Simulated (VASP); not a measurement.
TaH5:

```
Ta H
1.0
     3.11764    0.00000    0.00000
     0.00000    3.11764    0.00000
     0.00000    0.00000    3.18865
Ta H
1 5
Direct
  0.00000 0.00000 0.00000
  0.77647 0.50000 0.50000
  0.22353 0.50000 0.50000
  0.50000 0.77647 0.50000
  0.50000 0.22353 0.50000
  0.50000 0.50000 0.00000
```

The cell was generated, and may not be a known phase.

- Program: VASP 6.6.1
- Task: relaxation of cell and atoms
- Functional: PBE
- Potentials or basis: VASP PAW PBE potentials, release 64 (Ta_pv, H)
- Cutoff: 600 eV
- k mesh: 12 × 12 × 12
- Occupations: gaussian, width 0.1 eV
- Spin: no spin polarisation

At the start: pressure -0.2 GPa; volume 5.17 Å³/atom.

Q: Where does the relaxation end?

A: Over 11 steps the energy falls by 4.8 meV/atom and the volume is 5.10 Å³/atom (-1.2 %); space group P4/mmm (No. 123, to 0.1 Å) before and after.

Step by step:
```tsv
step	energy change (eV)	largest force (eV/Å)	pressure (GPa)	volume (Å³)
1	0.0000	0.0804	-0.17	30.99
2	-0.0100	0.0580	-0.44	30.97
3	-0.0213	0.0370	-0.81	30.91
4	-0.0233	0.0397	-0.77	30.75
5	-0.0259	0.0597	-0.95	30.85
6	-0.0272	0.0477	-0.92	30.80
7	-0.0274	0.0562	-0.94	30.82
8	-0.0274	0.0539	-0.94	30.82
9	-0.0286	0.0216	0.47	30.55
10	-0.0286	0.0247	0.32	30.58
11	-0.0290	0.0066	0.05	30.63
```

Final structure:
```
CELL_PARAMETERS angstrom
3.17084 0.00000 0.00000
0.00000 3.17084 0.00000
0.00000 0.00000 3.04601
ATOMIC_POSITIONS crystal
Ta 0.00000 0.00000 0.00000
H 0.78612 0.50000 0.50000
H 0.21388 0.50000 0.50000
H 0.50000 0.78612 0.50000
H 0.50000 0.21388 0.50000
H 0.50000 0.50000 0.00000
```
